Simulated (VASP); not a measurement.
Set up this calculation in VASP 6.6.1, as the native input.

| Quantity | Value |
| --- | --- |
| Task | single point |
| Functional | PBE |
| Potentials or basis | VASP PAW PBE potentials, release 64 (Sn_d, Te) |
| Cutoff | 520 eV |
| k mesh | 5 × 5 × 5 |
| Occupations | fermi-dirac, width 0.02 eV |
| Spin | no spin polarisation |
| Dipole correction | no |
| Further INCAR settings | ALGO = Normal; EDIFF = 1e-06; NBANDS = 35 |

The structure of SnTe2 lies in POSCAR:

```
SnTe2
1.0
    6.9585660197      0.0000000000      0.0000000000
    0.0000000000      6.9585660197      0.0000000000
    0.0000000000      0.0000000000      4.4179125098
Sn Te
2 4
Direct
    0.0000000000      0.0000000000      0.0000000000
    0.5000000000      0.5000000000      0.5000000000
    0.3023537661      0.3023537661      0.0000000000
    0.1976462339      0.8023537661      0.5000000000
    0.8023537661      0.1976462339      0.5000000000
    0.6976462339      0.6976462339      0.0000000000
```

The input as run:

INCAR

```
PREC = Accurate
ENCUT = 520
EDIFF = 1E-6
ISMEAR = -1
SIGMA = 0.02
LREAL = False
LASPH = True
NELM = 60
ALGO = Normal
ISIF = 2
LWAVE = False
LCHARG = False
GGA = PE
NBANDS = 35
```

KPOINTS

```
regular mesh
0
Gamma
  5 5 5
```

Potentials or basis: VASP PAW PBE potentials, release 64 (Sn_d, Te).

Command:

```bash
$ cat potpaw_PBE.64/Sn_d/POTCAR potpaw_PBE.64/Te/POTCAR > POTCAR
$ mpirun -np 1 vasp_std > vasp.out
```

It gave:

```yaml
Pressure: 1.2 GPa
Largest_force: 0.041 eV/Å
Band_gap_on_the_k_mesh: zero (band 26 reaches 4.73 eV, above the bottom of band 27 at 4.71 eV)
```

Caveat: spin-orbit coupling is left out, which moves the levels of the heavy elements.

It took 62 s on 1 thread of Intel(R) Xeon(R) 6975P-C (Granite Rapids), with other jobs on the host, peak memory 0.37 GiB.
